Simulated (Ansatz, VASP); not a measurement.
**Fe: VASP and Ansatz over several settings**

```
CELL_PARAMETERS angstrom
-1.42350 1.42350 1.42350
1.42350 -1.42350 1.42350
1.42350 1.42350 -1.42350
ATOMIC_POSITIONS crystal
Fe 0.00000 0.00000 0.00000
```

Single points on this cell with VASP 6.6.1 and Ansatz 0.2.0. Each row is one pair of runs. Alike in all rows: spin: collinear, typed start; k mesh: 13 × 13 × 13.

```tsv
level	smearing	VASP's potentials, cutoff	Ansatz's potentials, cutoff	gap on the k mesh at the Fermi level (eV), VASP	gap on the k mesh at the Fermi level (eV), Ansatz	pressure (GPa), VASP	pressure (GPa), Ansatz	net moment per atom (μB), VASP	net moment per atom (μB), Ansatz
r2SCAN	fermi-dirac, width 0.05 eV	VASP PAW PBE potentials, release 64 (Fe), 520 eV	Ansatz PAW, 500 eV	none	none	3.9	4.3	2.65	2.65
PBEsol+D3(BJ)	methfessel-paxton of order 1, width 0.1 eV	VASP PAW PBE potentials, release 64 (Fe), 520 eV	SSSP efficiency PAW, 1225 eV	none	none	-17.7	-16.9	2.16	2.15
LDA	fermi-dirac, width 0.05 eV	VASP PAW LDA potentials, release 64 (Fe_sv), 600 eV	Ansatz PAW, 420 eV	none	none	-24.9	-20.9	2.09	2.13
PBEsol+D4	fermi-dirac, width 0.05 eV	VASP PAW PBE potentials, release 64 (Fe), 520 eV	Ansatz PAW, 420 eV	?	none	?	-15.5	?	2.16
r2SCAN+D4	fermi-dirac, width 0.05 eV	VASP PAW PBE potentials, release 64 (Fe), 520 eV	Ansatz PAW, 500 eV	none	none	2.5	2.9	2.65	2.65
```

Task: Fill in what VASP gave in row 4.

Result: gap on the k mesh at the Fermi level (eV): none; pressure (GPa): -15.4; net moment per atom (μB): 2.17.

VASP's potentials hold 8 valence electrons a cell and Ansatz's 16 in some rows, so a difference there can come from the potentials and not from the codes.

A gap of «none» marks a metal or a gap that the smearing closes.

Noted on Ansatz's runs: the magnetic or orbital state may not be the lowest.
